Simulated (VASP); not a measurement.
# Si6O11 (a cell with a defect) in VASP: notebook

The runs below take Si6O11 (a cell with a defect) through single point, with PBE.

All numbers are computed with VASP 6.6.1; they aren't measurements. Logs are shortened: lines on timing, memory, paths and dates and some standing lists are left out, and cuts for length are marked.

## Step 1: The cell of the first run

The cell holds a defect, 17 atoms: a = 5.021 Å, b = 5.509 Å, c = 8.696 Å, α = 90.00°, β = 90.00°, γ = 90.00°.

## Step 2: Single point, PBE (atom 16 moved 1.125 of the way to it and -0.125 Å across, host rigid)

INCAR

```
PREC     = Accurate       # precision mode
ENCUT    = 520            # plane-wave cutoff, eV
EDIFF    = 1E-6           # SCF threshold, eV
ISMEAR   = 0              # smearing method
SIGMA    = 0.05           # smearing width, eV
LREAL    = Auto         
LASPH    = T              # aspherical terms in the spheres
NELM     = 60             # most SCF steps
ALGO     = Normal         # electronic algorithm
ISIF     = 2              # what is computed and relaxed
LWAVE    = F              # write WAVECAR
LCHARG   = F              # write CHGCAR
GGA      = PE             # functional
NELECT   = 88.0         
NBANDS   = 59             # bands
```

KPOINTS

```
regular mesh
0
Gamma
  4 4 2
```

POSCAR

```
Si6O11
1.0
   -2.5103274377      4.3480146658      0.0000000000
    0.0000000000      0.0000000000      5.5092660079
    7.5309823132      4.3480146658      0.0000000000
Si O
6 11
Direct
    0.7617495765      0.3333333333      0.2382504235
    0.2617495765      0.3333333333      0.7382504235
    0.9765008470      0.6666666667      0.5000000000
    0.4765008470      0.6666666667      0.0000000000
    0.2617495765      0.0000000000      0.2617495765
    0.7617495765      0.0000000000      0.7617495765
    0.0486521033      0.2055717715      0.2072260374
    0.5486521033      0.2055717715      0.7072260374
    0.7865130045      0.5389051049      0.3720609296
    0.2865130045      0.5389051049      0.8720609296
    0.6648348922      0.8722384382      0.9207130329
    0.2865130045      0.7944282285      0.1279390704
    0.7865130045      0.7944282285      0.6279390704
    0.6648348922      0.4610948951      0.0792869671
    0.1648348922      0.4610948951      0.5792869671
    0.0998913923     -0.1466741846      0.4301824826
    0.0486521033      0.1277615618      0.7927739626
```

Potentials or basis: VASP PAW PBE potentials, release 64 (Si, O).

Started as:

```bash
$ cat potpaw_PBE.64/Si/POTCAR potpaw_PBE.64/O/POTCAR > POTCAR
$ mpirun -np 1 vasp_std > vasp.out
```

OUTCAR:

```text
PREC = Accurate
   ENCUT = 520
   EDIFF = 1E-6
   ISMEAR = 0
   LREAL = Auto
   LASPH = T
   NELM = 60
   ISIF = 2
   GGA = PE
   NELECT = 88.0

 ion  position               nearest neighbor table
   1  0.762  0.333  0.238-  14 1.63   7 1.63   9 1.63   5 3.12   5 3.12   3 3.12   4 3.12
   2  0.262  0.333  0.738-  15 1.63   8 1.63  17 1.63  10 1.63   6 3.12   6 3.12   4 3.12   3 3.12

   3  0.977  0.667  0.500-  16 1.35  13 1.63   9 1.63  15 1.63   5 3.12   6 3.12   1 3.12   2 3.12

   4  0.477  0.667  0.000-  12 1.63  10 1.63  11 1.63  14 1.63   6 3.12   5 3.12   2 3.12   1 3.12

   5  0.262  0.000  0.262-  12 1.63   7 1.63  16 1.86   3 3.12   4 3.12   1 3.12   1 3.12
   6  0.762  0.000  0.762-  11 1.63  17 1.63  13 1.63   8 1.63   4 3.12   3 3.12   2 3.12   2 3.12

   7  0.049  0.206  0.207-   1 1.63   5 1.63
   8  0.549  0.206  0.707-   2 1.63   6 1.63
   9  0.787  0.539  0.372-   3 1.63   1 1.63
  10  0.287  0.539  0.872-   4 1.63   2 1.63
  11  0.665  0.872  0.921-   6 1.63   4 1.63
  12  0.287  0.794  0.128-   4 1.63   5 1.63
  13  0.787  0.794  0.628-   3 1.63   6 1.63
  14  0.665  0.461  0.079-   1 1.63   4 1.63
  15  0.165  0.461  0.579-   2 1.63   3 1.63
  16  0.100  0.853  0.430-   3 1.35   5 1.86
  17  0.049  0.128  0.793-   6 1.63   2 1.63

  LATTYP: Found a simple orthorhombic cell.
 ALAT       =     5.0206548755
 B/A-ratio  =     1.0973201992
 C/A-ratio  =     1.7320508076

  Lattice vectors:

 A1 = (  -2.5103274377,   4.3480146658,   0.0000000000)
 A2 = (   0.0000000000,   0.0000000000,   5.5092660079)
 A3 = (   7.5309823132,   4.3480146658,   0.0000000000)

Analysis of symmetry for initial positions (statically):
=====================================================================
 Subroutine PRICEL returns:
 Original cell was already a primitive cell.

 Routine SETGRP: Setting up the symmetry group for a
 simple orthorhombic supercell.

 Subroutine GETGRP returns: Found  1 space group operations
 (whereof  1 operations were pure point group operations)
 out of a pool of  8 trial point group operations.

The static configuration has the point symmetry C_1 .

Analysis of symmetry for dynamics (positions and initial velocities):
=====================================================================
 Subroutine PRICEL returns:
 Original cell was already a primitive cell.
[... 135 lines left out ...]
   EDIFFG = 0.1E-04   stopping-criterion for IOM
   NSW    =      0    number of steps for IOM
   IBRION =     -1    ionic relax: 0-MD 1-quasi-New 2-CG
   NFREE  =      0    steps in history (QN), initial steepest desc. (CG)
   ISIF   =      2    stress and relaxation
   ISYM   =      2    0-nonsym 1-usesym 2-fastsym
   POTIM  = 0.5000    time-step for ionic-motion
   TEBEG  =    0.0;   TEEND  =   0.0 temperature during run
   PSTRESS=    0.0 pullay stress
   NELECT =      88.0000    total number of electrons
   NUPDOWN=      -1.0000    fix difference up-down
   EMIN   =  10.00;   EMAX   =-10.00  energy-range for DOS
   EFERMI =   0.00;   METHOD = LEGACY
   ISMEAR =     0;   SIGMA  =   0.05  broadening in eV -4-tet -1-fermi 0-gaus
   EFERMI_NEDOS =   21; number of points for ismear=-14 and -15
   IALGO  =     38    algorithm
   IMIX   =      4    mixing-type and parameters
     AMIX     =   0.40;   BMIX     =  1.00
     AMIX_MAG =   1.60;   BMIX_MAG =  1.00
  volume/ion in A,a.u.               =      14.15        95.48
  Fermi-wavevector in a.u.,A,eV,Ry     =   1.170875  2.212634 18.652897  1.370949
  Thomas-Fermi vector in A             =   2.307327
   LORBIT       =      0    0 simple, 1 ext, 2 COOP (PROOUT), +10 PAW based schemes
   GGA     = PE    functional components
   LHFCALC =     F    Hartree Fock is set to
   AEXX    =    0.0000 exact exchange contribution
   IVDW    =     0    specifies the selected vdW correction
   LEPSILON=     F    determine dielectric tensor
   LRPA    =     F    only Hartree local field effects (RPA)
 non-spin polarized calculation
 Gauss-broadening in eV      SIGMA  =   0.05
  energy-cutoff  :      520.00
  volume of cell :      240.53
 maximum number of plane-waves:      6512
 NGX is ok and might be reduce to    40
   NGX = 19   NGY = 21   NGZ = 33

 number of electron      87.9999993 magnetization

 Free energy of the ion-electron system (eV)
  ---------------------------------------------------
  ext. energy  EPLUGINS =         0.00000000
  ---------------------------------------------------
  free energy    TOTEN  =      -130.35061741 eV

  energy without entropy =     -130.33622629  energy(sigma->0) =     -130.34342185

 E-fermi :   0.4630     XC(G=0):  -8.5579

 val. band max:        0.4459213060   @ k =   0.2500   0.2500   0.0000
 cond. band min:       0.4664393788   @ k =   0.2500   0.0000   0.0000
 fundamental gap:      0.0205180727
 Fermi energy:         0.4629745938

 k-point     1 :       0.0000    0.0000    0.0000
  band No.  band energies     occupation
      1     -19.1622      2.00000
      2     -18.5749      2.00000
      3     -18.3722      2.00000
      4     -18.0066      2.00000
      5     -17.8230      2.00000
      6     -17.2524      2.00000
[... 1169 lines left out ...]
     55      10.5315      0.00000
     56      10.6859      0.00000
 [bands above 56 left out]

------------------------ aborting loop because EDIFF is reached ----------------------------------------

  FORCE on cell =-STRESS in cart. coord.  units (eV):
  Direction    XX          YY          ZZ          XY          YZ          ZX
  --------------------------------------------------------------------------------------
  -------------------------------------------------------------------------------------
  Total       -9.1218381    -14.8752407     -2.6371998     -3.3868774      1.5710121     -8.5324638
  in kB      -60.7600097    -99.0830756    -17.5662279    -22.5597846     10.4644160    -56.8342232
  external PRESSURE =     -59.1364377 kB  Pullay stress =       0.0000000 kB

 VOLUME and BASIS-vectors are now :
 -----------------------------------------------------------------------------
  energy-cutoff  :      520.00
  volume of cell :      240.53
      direct lattice vectors                 reciprocal lattice vectors
    -2.510327438  4.348014666  0.000000000    -0.099588602  0.172492518  0.000000000
     0.000000000  0.000000000  5.509266008     0.000000000  0.000000000  0.181512383
     7.530982313  4.348014666  0.000000000     0.099588602  0.057497506  0.000000000

 POSITION                                       TOTAL-FORCE (eV/Angst)
 -----------------------------------------------------------------------------------
     -0.11798      4.34801      1.83642        -0.502880      0.546774      2.420795
      4.90267      4.34801      1.83642        -0.025236     -0.156737      0.165538
      1.31415      6.41985      3.67284        11.902027     -2.300250    -13.742516
     -1.19617      2.07183      3.67284        -1.398568     -0.685439      0.033030
      1.31415      2.27618      0.00000         2.648697     -1.447975     -2.104382
      3.82448      6.62420      0.00000        -0.069688      0.025321     -0.154460
[... 9 lines left out ...]
      2.98894      2.30477      4.70120       -16.208143      4.120205     16.690548
      5.84823      3.65853      0.70387         0.023569      0.065093      0.013983
 -----------------------------------------------------------------------------------
    total drift:                                0.004613     -0.007670     -0.002517

  FREE ENERGIE OF THE ION-ELECTRON SYSTEM (eV)
  ---------------------------------------------------
  free  energy   TOTEN  =      -130.3506174081 eV

  energy  without entropy=     -130.3362262863  energy(sigma->0) =     -130.34342185
```

OSZICAR:

```text
N       E                     dE             d eps       ncg     rms          rms(c)
DAV:   1     0.552623741663E+03    0.55262E+03   -0.45215E+04  2376   0.136E+03
DAV:   2    -0.104100877331E+03   -0.65672E+03   -0.63839E+03  2942   0.316E+02
DAV:   3    -0.149652342728E+03   -0.45551E+02   -0.45332E+02  2808   0.893E+01
[... 11 lines left out ...]
DAV:  15    -0.130350588248E+03    0.10995E-03   -0.90960E-04  3264   0.110E-01    0.486E-02
DAV:  16    -0.130350605515E+03   -0.17267E-04   -0.16278E-04  2784   0.576E-02    0.231E-02
DAV:  17    -0.130350615623E+03   -0.10109E-04   -0.45006E-05  2800   0.260E-02    0.151E-02
DAV:  18    -0.130350616660E+03   -0.10361E-05   -0.20573E-05  2672   0.164E-02    0.377E-03
DAV:  19    -0.130350617408E+03   -0.74857E-06   -0.19573E-06  2096   0.663E-03
   1 F= -.13035062E+03 E0= -.13034342E+03  d E =-.143911E-01
```

stdout:

```text
POSCAR found type information on POSCAR SiO
 POSCAR found :  2 types and      17 ions
 scaLAPACK will be used
 LDA part: xc-table for (Slater+PW92), standard interpolation
 POSCAR, INCAR and KPOINTS ok, starting setup
 FFT: planning ... GRIDC
 FFT: planning ... GRID_SOFT
 FFT: planning ... GRID
 WAVECAR not read
 entering main loop
 the old and the new charge density differ
 old charge density:    90.00000 new   88.00000
    0.350E+01
```

Run time: 5.7 min. Hardware: 1 thread of Intel Xeon Platinum 8559C (Emerald Rapids), shared host; peak memory 0.42 GiB.

Results:

```
Free energy   : -130.3506 eV
Largest force : 23.627 eV/Å
```

Forces in eV/Å, atoms in the order of the input:
```
Si   -0.503   0.547   2.421
Si   -0.025  -0.157   0.166
Si   11.902  -2.300 -13.743
Si   -1.399  -0.685   0.033
Si    2.649  -1.448  -2.104
Si   -0.070   0.025  -0.154
O     0.179   0.382  -0.636
O    -0.115   0.045  -0.056
O    -0.267  -1.968  -1.922
O     0.319   0.262   0.158
O     0.484   0.091  -0.274
O     1.201   0.746   0.946
O     1.167  -0.302  -0.072
O     0.687   0.542  -1.161
O    -0.024   0.034  -0.305
O   -16.208   4.120  16.691
O     0.024   0.065   0.014
```

Caveat: the k points lie up to 0.36 Å⁻¹ apart; the cell carries a net charge on a neutralising background, which shifts energy and pressure; the cell differs from its parent crystal (atom 16 moved 1.125 of the way to it and -0.125 Å across, host rigid); the cell is charged against a uniform background, so pressure and absolute levels hang on convention.

## Step 3: Single point, PBE (atom 16 moved -0.125 of the way to it and -0.375 Å across, host rigid)

INCAR

```
ALGO = Normal
EDIFF = 1E-7
ENCUT = 520
GGA = PE
ISIF = 2
ISMEAR = 0
LASPH = True
LCHARG = False
LREAL = Auto
LWAVE = False
NBANDS = 59
NELECT = 88.0
NELM = 80
PREC = Accurate
SIGMA = 0.05
```

KPOINTS

```
k-points
0
Gamma
  4 4 2
```

POSCAR, as its differences from that of step 2:

```diff
@@ -23,3 +23,3 @@
     0.1648348922      0.4610948951      0.5792869671
-    0.0998913923     -0.1466741846      0.4301824826
+    0.5457302089      0.1987852553      0.2572127766
     0.0486521033      0.1277615618      0.7927739626
```

Potentials or basis: VASP PAW PBE potentials, release 64 (Si, O).

Started as:

```bash
$ cat potpaw_PBE.64/Si/POTCAR potpaw_PBE.64/O/POTCAR > POTCAR
$ mpirun -np 1 vasp_std > vasp.out
```

OUTCAR:

```text
EDIFF = 1E-7
   ENCUT = 520
   GGA = PE
   ISIF = 2
   ISMEAR = 0
   LASPH = True
   LREAL = Auto
   NELECT = 88.0
   NELM = 80
   PREC = Accurate

 ion  position               nearest neighbor table
   1  0.762  0.333  0.238-  16 1.32  14 1.63   7 1.63   9 1.63   5 3.12   5 3.12   3 3.12   4 3.12

   2  0.262  0.333  0.738-  15 1.63   8 1.63  17 1.63  10 1.63   6 3.12   6 3.12   4 3.12   3 3.12
[... 1423 lines left out ...]
  -------------------------------------------------------------------------------------
  Total       -7.9266317     -4.8436023     -7.9167124     -8.5208965      7.6705998     -5.6129887
  in kB      -52.7988123    -32.2629409    -52.7327408    -56.7571740     51.0933998    -37.3877767
  external PRESSURE =     -45.9314980 kB  Pullay stress =       0.0000000 kB

 VOLUME and BASIS-vectors are now :
 -----------------------------------------------------------------------------
  energy-cutoff  :      520.00
  volume of cell :      240.53
      direct lattice vectors                 reciprocal lattice vectors
    -2.510327438  4.348014666  0.000000000    -0.099588602  0.172492518  0.000000000
     0.000000000  0.000000000  5.509266008     0.000000000  0.000000000  0.181512383
     7.530982313  4.348014666  0.000000000     0.099588602  0.057497506  0.000000000

 POSITION                                       TOTAL-FORCE (eV/Angst)
 -----------------------------------------------------------------------------------
     -0.11798      4.34801      1.83642       -11.083003     12.119666     11.786757
      4.90267      4.34801      1.83642         0.844945      0.935376     -0.155009
      1.31415      6.41985      3.67284         2.021388     -0.475475     -2.313362
     -1.19617      2.07183      3.67284        -1.240747     -0.098902     -0.668397
      1.31415      2.27618      0.00000        -3.408037      0.366235      2.466973
      3.82448      6.62420      0.00000         0.749507      0.464194      1.000027
[... 9 lines left out ...]
      0.56710      3.49121      1.09516        13.967269    -14.875872    -15.810415
      5.84823      3.65853      0.70387        -0.298944     -0.105780      0.030325
 -----------------------------------------------------------------------------------
    total drift:                                0.002650     -0.007111     -0.004271

  FREE ENERGIE OF THE ION-ELECTRON SYSTEM (eV)
  ---------------------------------------------------
  free  energy   TOTEN  =      -129.9213920936 eV

  energy  without entropy=     -129.9111655958  energy(sigma->0) =     -129.91627884
```

OSZICAR:

```text
N       E                     dE             d eps       ncg     rms          rms(c)
DAV:   1     0.553869438126E+03    0.55387E+03   -0.45245E+04  2376   0.136E+03
DAV:   2    -0.103119126001E+03   -0.65699E+03   -0.63877E+03  2893   0.316E+02
DAV:   3    -0.149301138071E+03   -0.46182E+02   -0.45942E+02  2816   0.898E+01
[... 15 lines left out ...]
DAV:  19    -0.129921397368E+03    0.47296E-04   -0.46740E-04  2752   0.662E-02    0.334E-02
DAV:  20    -0.129921392487E+03    0.48818E-05   -0.62729E-05  2800   0.277E-02    0.159E-02
DAV:  21    -0.129921393764E+03   -0.12774E-05   -0.80724E-06  3064   0.914E-03    0.159E-02
DAV:  22    -0.129921392312E+03    0.14516E-05   -0.41665E-06  2752   0.774E-03    0.579E-03
DAV:  23    -0.129921392077E+03    0.23520E-06   -0.25850E-06  2856   0.466E-03    0.138E-03
DAV:  24    -0.129921392094E+03   -0.16338E-07   -0.16026E-07  1416   0.162E-03
   1 F= -.12992139E+03 E0= -.12991628E+03  d E =-.102265E-01
```

stdout:

```text
POSCAR found type information on POSCAR SiO
 POSCAR found :  2 types and      17 ions
 scaLAPACK will be used
 LDA part: xc-table for (Slater+PW92), standard interpolation
 POSCAR, INCAR and KPOINTS ok, starting setup
 FFT: planning ... GRIDC
 FFT: planning ... GRID_SOFT
 FFT: planning ... GRID
 WAVECAR not read
 entering main loop
 the old and the new charge density differ
 old charge density:    90.00000 new   88.00000
    0.354E+01
```

Wall time 6.9 min (1 thread of Intel Xeon Platinum 8559C (Emerald Rapids), shared host); peak memory 0.42 GiB.

Results:

```
Free energy   : -129.9214 eV
Largest force : 25.814 eV/Å
```

Forces in eV/Å, atoms in the order of the input:
```
Si  -11.083  12.120  11.787
Si    0.845   0.935  -0.155
Si    2.021  -0.475  -2.313
Si   -1.241  -0.099  -0.668
Si   -3.408   0.366   2.467
Si    0.750   0.464   1.000
O     0.640   0.827  -1.017
O    -0.231  -0.149  -0.157
O     0.125   1.283   1.713
O     0.106   0.066   0.194
O     0.193  -0.030  -0.159
O     1.891   0.473   0.772
O    -1.633  -0.035  -0.015
O    -1.467   0.064   1.247
O    -1.177  -0.829   1.085
O    13.967 -14.876 -15.810
O    -0.299  -0.106   0.030
```

Caveat: the k points lie up to 0.36 Å⁻¹ apart; the cell carries a net charge on a neutralising background, which shifts energy and pressure; the cell differs from its parent crystal (atom 16 moved -0.125 of the way to it and -0.375 Å across, host rigid); the cell is charged against a uniform background, so pressure and absolute levels hang on convention.

[end of part 1 of 2]
